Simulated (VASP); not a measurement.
Input of a VASP 6.6.1 run:

INCAR

```
PREC = Accurate
ENCUT = 520
EDIFF = 1E-7
ISMEAR = 0
SIGMA = 0.2
LREAL = False
LASPH = True
NELM = 100
ALGO = Fast
ISIF = 2
LWAVE = False
LCHARG = False
GGA = PE
NBANDS = 28
```

File KPOINTS:

```
Automatic mesh
0
Gamma
  6 6 4
```

Contents of POSCAR:

```
KAg
1.0
    4.1506949718     -0.0030971343      0.0032062379
   -0.0031760323      4.1409390233      0.0018898345
    0.0083013188      0.0044281550      8.1898741485
K Ag
2 2
Direct
    0.4992155540      0.5008101012      0.2500040674
    0.5000019402      0.4991783123      0.7500292257
   -0.0005693685      0.0001015169      0.0002421884
    0.0013518743     -0.0000899304      0.4997245185
```

Potentials or basis: VASP PAW PBE potentials, release 64 (K_sv, Ag).

The run is started by

```sh
$ cat potpaw_PBE.64/K_sv/POTCAR potpaw_PBE.64/Ag/POTCAR > POTCAR
$ mpirun -np 1 vasp_std > vasp.out
```

Q: Predict the band gap on the k mesh.

A: Zero (band 20 reaches 3.16 eV, above the bottom of band 21 at 1.39 eV).

Q: What does it give for the largest force?

A: 0.007 eV/Å.

Forces in eV/Å, atoms in the order of the input:
```
K    0.004 -0.003  0.000
K    0.002  0.003  0.000
Ag   0.001  0.000 -0.001
Ag  -0.007  0.000  0.001
```
